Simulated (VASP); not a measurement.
# Al32Cu (a cell with a defect): single point with PBEsol

The system is Al32Cu (a cell with a defect).

```
CELL_PARAMETERS angstrom
8.10000 0.00000 0.00000
0.00000 8.10000 0.00000
0.00000 0.00000 8.10000
ATOMIC_POSITIONS crystal
Al 0.52333 0.97697 0.00017
Al 0.72296 0.28320 0.00014
Al 0.75658 0.00318 0.25186
Al 0.01777 0.11474 0.99996
Al 0.30131 0.23667 0.00019
Al 0.44940 0.51325 0.00019
Al 0.73275 0.63563 0.99996
Al 0.25384 0.00480 0.25508
Al 0.50468 0.24563 0.25924
Al 0.74668 0.48775 0.28520
Al 0.49676 0.99664 0.50015
Al 0.74477 0.23389 0.50010
Al 0.75667 0.00324 0.74859
Al 0.02743 0.46675 0.00013
Al 0.22732 0.77288 0.00017
Al 0.00387 0.26214 0.28540
Al 0.24591 0.50426 0.25922
Al 0.49670 0.74512 0.25510
Al 0.00658 0.99278 0.50020
Al 0.25980 0.25266 0.50012
Al 0.49085 0.49723 0.50012
Al 0.74395 0.75704 0.50020
Al 0.25389 0.00477 0.74519
Al 0.50465 0.24563 0.74105
Al 0.74668 0.48768 0.71495
Al 0.99393 0.74664 0.25179
Al 0.00573 0.51608 0.50010
Al 0.25379 0.75320 0.50015
Al 0.00388 0.26222 0.71474
Al 0.24595 0.50427 0.74106
Al 0.49665 0.74516 0.74516
Al 0.99384 0.74658 0.74867
Cu 0.87540 0.87510 0.00034
```

```yaml
Program: VASP 6.6.1
Task: single point
Functional: PBEsol
Potentials_or_basis: VASP PAW PBE potentials, release 64 (Al, Cu)
Cutoff: 520 eV
k_mesh: 2 × 2 × 2
Occupations: fermi-dirac, width 0.05 eV
Spin: no spin polarisation
Dipole_correction: no
Further_INCAR_settings: LREAL = Auto; ALGO = Normal; EDIFF = 1e-06; NBANDS = 76
```

```json
{
  "Pressure": "2.4 GPa",
  "Largest force": "0.015 eV/Å",
  "Band gap on the k mesh": "zero (an odd number of electrons rules out a gap without spin polarisation)"
}
```

Forces on the atoms (eV/Å):
```
Al  -0.009  0.005  0.000
Al   0.007  0.007  0.001
Al  -0.003  0.010  0.004
Al   0.007  0.012  0.003
Al  -0.004  0.008  0.000
Al   0.004 -0.008  0.000
Al  -0.007 -0.013  0.003
Al  -0.006  0.001 -0.007
Al  -0.006  0.007 -0.003
Al  -0.003  0.001 -0.003
Al  -0.001 -0.002  0.000
Al   0.002 -0.002  0.001
Al  -0.004  0.008 -0.007
Al  -0.004 -0.006  0.001
Al   0.009 -0.006 -0.001
Al   0.000  0.000 -0.005
Al   0.005 -0.007 -0.001
Al   0.007 -0.001 -0.007
Al   0.003  0.004 -0.001
Al  -0.001  0.003  0.001
Al   0.001 -0.003  0.001
Al   0.000 -0.006 -0.002
Al  -0.008  0.002  0.009
Al  -0.005  0.008  0.002
Al  -0.003  0.001  0.002
Al   0.004 -0.009  0.005
Al  -0.001  0.000  0.001
Al  -0.001  0.001  0.000
Al   0.000  0.000  0.005
Al   0.004 -0.007  0.001
Al   0.008 -0.001  0.010
Al   0.006 -0.008 -0.006
Cu   0.000  0.000 -0.004
```

Stress tensor (GPa, compression positive):
```
2.39 1.21 0.00
1.21 2.75 0.00
0.00 0.00 2.16
```

Levels at points of the mesh, in eV from the Fermi level:
```
           k point  band 49  band 50  band 51  band 52  band 53  band 54  band 55  band 56  band 57  band 58
(0.00, 0.00, 0.00)    -0.40    -0.17    -0.12     0.20     0.25     0.32     0.56     0.60     0.83     0.94
(0.50, 0.00, 0.00)    -0.76    -0.29    -0.19    -0.17    -0.06    -0.02     0.05     0.13     0.49     0.70
(0.00, 0.50, 0.00)    -0.59    -0.41    -0.26    -0.26    -0.07     0.08     0.09     0.17     0.22     0.87
(0.00, 0.00, 0.50)    -0.74    -0.30    -0.29    -0.23    -0.18     0.00     0.27     0.30     0.49     1.04
(0.50, 0.50, 0.00)    -1.04    -0.41    -0.39    -0.17     0.17     0.93     0.93     1.01     1.04     1.07
(0.00, 0.50, 0.50)    -0.82    -0.47    -0.25    -0.23    -0.20     0.75     0.94     0.94     0.96     1.06
(0.50, 0.00, 0.50)    -0.90    -0.59    -0.34    -0.32    -0.25     0.75     0.89     0.99     1.01     1.12
(0.50, 0.50, 0.50)    -0.58    -0.57    -0.56    -0.54    -0.39    -0.32    -0.31    -0.24    -0.20    -0.13
```

It took 6.4 min on 1 thread of Oxide Virtual Turin-like Processor, on a shared host, peak memory 0.55 GiB.

Caveat: the k points lie up to 0.39 Å⁻¹ apart, too coarse for converged energies and pressures of a metal; the PAW data sets were made with another functional, which shifts forces and pressure a little.
